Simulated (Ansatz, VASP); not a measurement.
## Bi4C in VASP and in Ansatz

The input INCAR:

```
ALGO = Normal
EDIFF = 1E-6
EDIFFG = -0.01
ENCUT = 600
GGA = PE
IBRION = 2
ISIF = 3
ISMEAR = 0
LASPH = T
LCHARG = F
LREAL = F
LWAVE = F
NELM = 100
NSW = 100
PREC = Accurate
SIGMA = 0.1
```

File KPOINTS:

```
k-points
0
Gamma
  8 8 8
```

POSCAR

```
Bi4C
1.0
    5.1924136400      0.0000000000      0.0000000000
    0.0000000000      5.1924136400      0.0000000000
    0.0000000000      0.0000000000      5.1924136400
Bi C
4 1
Direct
    0.0000000000      0.0000000000      0.0000000000
    0.5000000000      0.5000000000      0.0000000000
    0.5000000000      0.0000000000      0.5000000000
    0.0000000000      0.5000000000      0.5000000000
    0.5000000000      0.5000000000      0.5000000000
```

Input for Ansatz:

```yaml
crystal:
  lattice:
    - [5.19241364, 0.0, 0.0]
    - [0.0, 5.19241364, 0.0]
    - [0.0, 0.0, 5.19241364]
  atoms:
    - { symbol: Bi, position: [0.0, 0.0, 0.0] }
    - { symbol: Bi, position: [0.5, 0.5, 0.0] }
    - { symbol: Bi, position: [0.5, 0.0, 0.5] }
    - { symbol: Bi, position: [0.0, 0.5, 0.5] }
    - { symbol: C, position: [0.5, 0.5, 0.5] }
basis:
  ecutwfc: 420
kpoints:
  mp_grid: { grid: [8, 8, 8] }
hamiltonian:
  xc: pbe
scf:
  occupations: { method: gaussian, width: 0.1 }
output:
  forces: true
  stress: true
  eigenvalues: true
  write_density: true
  write_potential: true
  elf: true
  volumetric_format: npy
relax:
  adjacent_minimum: "off"
  f_tol: 0.01
  max_steps: 80
  cell: { stress_tol: 0.05 }
```

Change from the starting cell: species swapped into the Mn4N type (Pm-3m, No. 221).

Alike in both runs: task relaxation of cell and atoms; functional PBE; k mesh 8 × 8 × 8; occupations gaussian, width 0.1 eV; no spin polarisation.

|  | VASP | Ansatz |
| --- | --- | --- |
| version | VASP 6.6.1 | Ansatz 0.2.0 |
| potentials or method | VASP PAW PBE potentials, release 64 (Bi_d, C), cutoff 600 eV | scalar-relativistic, plane waves, PAW |
| valence electrons in the cell | 64 | 64 |

|  | VASP | Ansatz | Ansatz less VASP |
| --- | --- | --- | --- |
| gap on the k mesh at the Fermi level, each at its own relaxed structure (eV) | none | none | - |
| relaxed volume (Å³/atom) | 26.58 | 26.56 | -0.018 |
| relaxed length of the cell vector where the two differ most in proportion (Å) | 5.103 | 5.102 | -0.0012 |

A gap of «none» marks a metal or a gap that the smearing closes.

Spin-orbit coupling is off throughout.
